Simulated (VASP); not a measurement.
# Ir12F in VASP: single point with PBE

Aim: the single point of Ir12F with PBE.

Everything below comes from runs of VASP 6.6.1. Logs are shortened: lines on timing, memory, paths and dates and some standing lists are left out, and cuts for length are marked.

## 1. The cell of the first run

The cell holds a slab with vacuum, 13 atoms: a = 5.431 Å, b = 5.431 Å, c = 17.434 Å, α = 90.00°, β = 90.00°, γ = 60.00°.

## 2. Single point, PBE

INCAR reads:

```
SYSTEM = Ir12F
ALGO     = Normal         ! electronic algorithm
EDIFF    = 1E-6           ! SCF threshold, eV
ENCUT    = 520            ! plane-wave cutoff, eV
GGA      = PE             ! functional
ISIF     = 2              ! what is computed and relaxed
ISMEAR   = -1             ! smearing method
LASPH    = .True.         ! aspherical terms in the spheres
LCHARG   = .True.         ! write CHGCAR
LELF     = .True.         ! ELF
LREAL    = .False.        ! projectors in reciprocal space
LVHAR    = .True.       
LWAVE    = .False.        ! write WAVECAR
NBANDS   = 70             ! bands
NELM     = 100            ! most SCF steps
PREC     = Accurate       ! precision mode
SIGMA    = 0.15           ! smearing width, eV
```

KPOINTS reads:

```
k-points
0
Gamma
  4 4 1
  0 0 0
```

POSCAR reads:

```
Ir12F
1.0
    5.4305800000      0.0000000000      0.0000000000
    2.7152900000      4.7030200000      0.0000000000
    0.0000000000      0.0000000000     17.4340500000
Ir F
12 1
Direct
    0.1666667000      0.1666667000      0.0573590000
    0.6666667000      0.1666667000      0.0573590000
    0.1666667000      0.6666667000      0.0573590000
    0.6666667000      0.6666667000      0.0573590000
   -0.1667779918      0.3330885260      0.1821894410
    0.3340842215      0.3319199191      0.1836300985
   -0.1681364483      0.8340991285      0.1837344775
    0.3343403467      0.8341441894      0.1836785464
    0.0002552074      0.0009709072      0.3076311681
    0.5008080138      0.0007329817      0.3127303633
   -0.0005833294      0.4993064793      0.3073417024
    0.5014130187      0.4997715477      0.3076144633
    0.4947428445      0.9938567791      0.4252009405
```

Potentials or basis: VASP PAW PBE potentials, release 64 (Ir, F).

Launch:

```
> cat potpaw_PBE.64/Ir/POTCAR potpaw_PBE.64/F/POTCAR > POTCAR
> mpirun -np 1 vasp_std > vasp.out
```

OUTCAR:

```text
SYSTEM = Ir12F
   EDIFF = 1E-6
   ENCUT = 520
   GGA = PE
   ISIF = 2
   ISMEAR = -1
   LASPH = .True.
   LREAL = .False.
   NELM = 100
   PREC = Accurate

 ion  position               nearest neighbor table
   1  0.167  0.167  0.057-   5 2.68   6 2.70   8 2.70   3 2.72   3 2.72   4 2.72   4 2.72   2 2.72
                             2 2.72
   2  0.667  0.167  0.057-   5 2.68   6 2.70   7 2.70   4 2.72   3 2.72   4 2.72   3 2.72   1 2.72
                             1 2.72
   3  0.167  0.667  0.057-   6 2.71   7 2.71   8 2.71   1 2.72   1 2.72   2 2.72   2 2.72   4 2.72
                             4 2.72
   4  0.667  0.667  0.057-   5 2.68   8 2.70   7 2.70   2 2.72   1 2.72   2 2.72   1 2.72   3 2.72
                             3 2.72
   5  0.833  0.333  0.182-   2 2.68   1 2.68   4 2.68  11 2.68  12 2.69   9 2.69   7 2.71   6 2.71
                             8 2.72   8 2.72   6 2.72   7 2.72
   6  0.334  0.332  0.184-  11 2.67  12 2.68   2 2.70   1 2.70   8 2.70   7 2.70   3 2.71   5 2.71
                             5 2.72   7 2.73   8 2.73  10 2.74
   7  0.832  0.834  0.184-  11 2.67   9 2.67   8 2.70   2 2.70   4 2.70   6 2.70   3 2.71   5 2.71
                             5 2.72   6 2.73   8 2.73  10 2.74
   8  0.334  0.834  0.184-   9 2.67  12 2.67   4 2.70   1 2.70   7 2.70   6 2.70   3 2.71   5 2.72
                             5 2.72   6 2.73   7 2.73  10 2.74
   9  0.000  0.001  0.308-   8 2.67   7 2.67   5 2.69  11 2.70  12 2.71  10 2.71  10 2.72  12 2.72
                            11 2.73
  10  0.501  0.001  0.313-  13 1.96  12 2.71   9 2.71  11 2.72  11 2.72   9 2.72  12 2.72   7 2.74
                             6 2.74   8 2.74
  11  0.999  0.499  0.307-   7 2.67   6 2.67   5 2.68  12 2.70   9 2.70  10 2.72  10 2.72   9 2.73
                            12 2.73
  12  0.501  0.500  0.308-   8 2.67   6 2.68   5 2.69  11 2.70   9 2.71  10 2.71  10 2.72   9 2.72
                            11 2.73
  13  0.495  0.994  0.425-  10 1.96

  LATTYP: Found a hexagonal cell.
 ALAT       =     5.4305797945
 C/A-ratio  =     3.2103478191

  Lattice vectors:

 A1 = (  -2.7152900000,  -4.7030200000,   0.0000000000)
 A2 = (   5.4305800000,   0.0000000000,   0.0000000000)
 A3 = (   0.0000000000,   0.0000000000,  17.4340500000)

Analysis of symmetry for initial positions (statically):
=====================================================================
 Subroutine PRICEL returns:
 Original cell was already a primitive cell.

 Routine SETGRP: Setting up the symmetry group for a
 hexagonal supercell.

 Subroutine GETGRP returns: Found  1 space group operations
 (whereof  1 operations were pure point group operations)
 out of a pool of 24 trial point group operations.

The static configuration has the point symmetry C_1 .

Analysis of symmetry for dynamics (positions and initial velocities):
=====================================================================
 Subroutine PRICEL returns:
 Original cell was already a primitive cell.

 Routine SETGRP: Setting up the symmetry group for a
 hexagonal supercell.

 Subroutine GETGRP returns: Found  1 space group operations
 (whereof  1 operations were pure point group operations)
 out of a pool of 24 trial point group operations.

The dynamic configuration has the point symmetry C_1 .

 Subroutine INISYM returns: Found  1 space group operations
 (whereof  1 operations are pure point group operations),
 and found     1 'primitive' translations

----------------------------------------------------------------------------------------

                                     Primitive cell

  volume of cell :     445.2678

  direct lattice vectors                    reciprocal lattice vectors
     5.430580000  0.000000000  0.000000000     0.184142394 -0.106314666  0.000000000
     2.715290000  4.703020000  0.000000000     0.000000000  0.212629332  0.000000000
     0.000000000  0.000000000 17.434050000     0.000000000  0.000000000  0.057359019

  length of vectors
     5.430580000  5.430579795 17.434050000     0.212629324  0.212629332  0.057359019

  position of ions in fractional coordinates (direct lattice)
     0.166666700  0.166666700  0.057359000
     0.666666700  0.166666700  0.057359000
[... 38 lines left out ...]
  Cartesian coordinates                     Fractional coordinates (reciprocal lattice)
     0.046035598 -0.026578666  0.000000000     0.250000000  0.000000000  0.000000000
     0.000000000  0.053157333  0.000000000     0.000000000  0.250000000  0.000000000
     0.000000000  0.000000000  0.057359019     0.000000000  0.000000000  1.000000000

  Length of vectors
     0.053157331  0.053157333  0.057359019

  Shift w.r.t. Gamma in fractional coordinates (k-lattice)
     0.000000000  0.000000000  0.000000000

 Subroutine IBZKPT returns following result:
 ===========================================

 Found     10 irreducible k-points:

 Following reciprocal coordinates:
            Coordinates               Weight
  0.000000  0.000000  0.000000      1.000000
  0.250000  0.000000  0.000000      2.000000
  0.250000  0.250000  0.000000      2.000000
  0.000000  0.250000  0.000000      2.000000
  0.500000  0.000000  0.000000      1.000000
  0.500000  0.500000  0.000000      1.000000
  0.000000  0.500000  0.000000      1.000000
  0.500000  0.250000  0.000000      2.000000
  0.250000  0.500000  0.000000      2.000000
 -0.250000  0.250000  0.000000      2.000000
   k-points           NKPTS =     10   k-points in BZ     NKDIM =     10   number of bands    NBANDS=     70
   number of dos      NEDOS =    301   number of ions     NIONS =     13
   total plane-waves  NPLWV = 224000
   dimension x,y,z NGX =    40 NGY =   40 NGZ =  140
   dimension x,y,z NGXF=    80 NGYF=   80 NGZF=  280
   ions per type =              12   1
   NGX,Y,Z   is equivalent  to a cutoff of  12.25, 12.25, 13.35 a.u.
   NGXF,Y,Z  is equivalent  to a cutoff of  24.49, 24.49, 26.70 a.u.
 SYSTEM =  Ir12F
   PREC   = accura    normal or accurate (medium, high low for compatibility)
   ISTART =      0    job   : 0-new  1-cont  2-samecut
   ICHARG =      2    charge: 1-file 2-atom 10-const
   ISPIN  =      1    spin polarized calculation?
   LNONCOLLINEAR =      F non collinear calculations
   LSORBIT =      F    spin-orbit coupling
   LASPH  =      T    aspherical Exc in radial PAW
   ENCUT  =  520.0 eV  38.22 Ry    6.18 a.u.  10.10 10.10 32.42*2*pi/ulx,y,z
   NELM   =    100;   NELMIN=  2; NELMDL= -5     # of ELM steps
   EDIFF  = 0.1E-05   stopping-criterion for ELM
   LREAL  =      F    real-space projection
   EDIFFG = 0.1E-04   stopping-criterion for IOM
   NSW    =      0    number of steps for IOM
   IBRION =     -1    ionic relax: 0-MD 1-quasi-New 2-CG
   NFREE  =      0    steps in history (QN), initial steepest desc. (CG)
   ISIF   =      2    stress and relaxation
   ISYM   =      2    0-nonsym 1-usesym 2-fastsym
   POTIM  = 0.5000    time-step for ionic-motion
   TEBEG  =    0.0;   TEEND  =   0.0 temperature during run
   PSTRESS=    0.0 pullay stress
   NELECT =     115.0000    total number of electrons
   NUPDOWN=      -1.0000    fix difference up-down
   EMIN   =  10.00;   EMAX   =-10.00  energy-range for DOS
   EFERMI =   0.00;   METHOD = LEGACY
   ISMEAR =    -1;   SIGMA  =   0.15  broadening in eV -4-tet -1-fermi 0-gaus
   EFERMI_NEDOS =   21; number of points for ismear=-14 and -15
   IALGO  =     38    algorithm
   IMIX   =      4    mixing-type and parameters
     AMIX     =   0.40;   BMIX     =  1.00
     AMIX_MAG =   1.60;   BMIX_MAG =  1.00
  volume/ion in A,a.u.               =      34.25       231.14
  Fermi-wavevector in a.u.,A,eV,Ry     =   1.042558  1.970149 14.788550  1.086928
  Thomas-Fermi vector in A             =   2.177229
   LORBIT       =      0    0 simple, 1 ext, 2 COOP (PROOUT), +10 PAW based schemes
   GGA     = PE    functional components
   LHFCALC =     F    Hartree Fock is set to
   AEXX    =    0.0000 exact exchange contribution
   IVDW    =     0    specifies the selected vdW correction
   LEPSILON=     F    determine dielectric tensor
   LRPA    =     F    only Hartree local field effects (RPA)
 non-spin polarized calculation
  energy-cutoff  :      520.00
  volume of cell :      445.27
 maximum number of plane-waves:     12004
   NGX = 21   NGY = 21   NGZ = 65

 number of electron     114.9999998 magnetization

 Free energy of the ion-electron system (eV)
  ---------------------------------------------------
  ext. energy  EPLUGINS =         0.00000000
  ---------------------------------------------------
  free energy    TOTEN  =      -103.65140024 eV

  energy without entropy =     -102.50172890  energy(sigma->0) =     -103.07656457

 E-fermi :   0.3691     XC(G=0):  -6.5877

 val. band max:        0.3304301750   @ k =   0.2500   0.0000   0.0000
 cond. band min:       0.3847574432   @ k =   0.5000   0.5000   0.0000
 fundamental gap:      0.0543272682
 Fermi energy:         0.3691223843

 k-point     1 :       0.0000    0.0000    0.0000
  band No.  band energies     occupation
      1     -21.9095      2.00000
      2      -9.8355      2.00000
      3      -7.8010      2.00000
      4      -7.4382      2.00000
      5      -7.1311      2.00000
      6      -7.1255      2.00000
[... 709 lines left out ...]
     68       1.2170      0.00699
     69       1.3160      0.00362
 [bands above 69 left out]

------------------------ aborting loop because EDIFF is reached ----------------------------------------

  FORCE on cell =-STRESS in cart. coord.  units (eV):
  Direction    XX          YY          ZZ          XY          YZ          ZX
  --------------------------------------------------------------------------------------
  -------------------------------------------------------------------------------------
  Total       -4.5644585     -4.5752320      0.9808332     -0.0047076     -0.0204245     -0.0715648
  in kB      -16.4239842    -16.4627499      3.5292662     -0.0169389     -0.0734922     -0.2575069
  external PRESSURE =      -9.7858226 kB  Pullay stress =       0.0000000 kB

 VOLUME and BASIS-vectors are now :
 -----------------------------------------------------------------------------
  energy-cutoff  :      520.00
  volume of cell :      445.27
      direct lattice vectors                 reciprocal lattice vectors
     5.430580000  0.000000000  0.000000000     0.184142394 -0.106314666  0.000000000
     2.715290000  4.703020000  0.000000000     0.000000000  0.212629332  0.000000000
     0.000000000  0.000000000 17.434050000     0.000000000  0.000000000  0.057359019

 POSITION                                       TOTAL-FORCE (eV/Angst)
 -----------------------------------------------------------------------------------
      1.35765      0.78384      1.00000         0.133512     -0.073462      0.015332
      4.07294      0.78384      1.00000        -0.129526     -0.078179      0.006107
      2.71529      3.13535      1.00000         0.010960      0.009128     -0.195577
      5.43058      3.13535      1.00000         0.006175      0.153077      0.018464
      5.42931      1.56652      3.17630         0.018333      0.008042     -0.019032
      2.71553      1.56103      3.20142         0.009031     -0.010249      0.016082
      6.78232      3.92278      3.20324         0.002697      0.010078     -0.005495
      4.08061      3.92300      3.20226        -0.007742      0.000916     -0.018708
      0.00402      0.00457      5.36326        -0.030821      0.002749      0.023910
      2.72167      0.00345      5.45216        -0.067761     -0.043815     -0.160354
      6.78317      2.34825      5.35821         0.037046      0.015668      0.084551
      4.07999      2.35044      5.36297        -0.018993     -0.017657      0.024412
      5.38535      4.67413      7.41297         0.037088      0.023704      0.210308
 -----------------------------------------------------------------------------------
    total drift:                                0.000170     -0.000049     -0.000109

  FREE ENERGIE OF THE ION-ELECTRON SYSTEM (eV)
  ---------------------------------------------------
  free  energy   TOTEN  =      -103.6514002393 eV

  energy  without entropy=     -102.5017288967  energy(sigma->0) =     -103.07656457
```

Wall time 29 min (1 thread of AMD EPYC 7R13, shared host); peak memory 0.62 GiB.

Results:

```
Free energy            : -103.6514 eV
Largest force          : 0.215 eV/Å
Band gap on the k mesh : zero (an odd number of electrons rules out a gap without spin polarisation)
```

Forces on the atoms (eV/Å):
```
Ir   0.134 -0.073  0.015
Ir  -0.130 -0.078  0.006
Ir   0.011  0.009 -0.196
Ir   0.006  0.153  0.018
Ir   0.018  0.008 -0.019
Ir   0.009 -0.010  0.016
Ir   0.003  0.010 -0.005
Ir  -0.008  0.001 -0.019
Ir  -0.031  0.003  0.024
Ir  -0.068 -0.044 -0.160
Ir   0.037  0.016  0.085
Ir  -0.019 -0.018  0.024
F    0.037  0.024  0.210
```

Caveat: spin-orbit coupling is left out, which moves the levels of the heavy elements; an odd number of electrons without spin polarisation forces a metal; a magnetic or distorted state may lie lower.
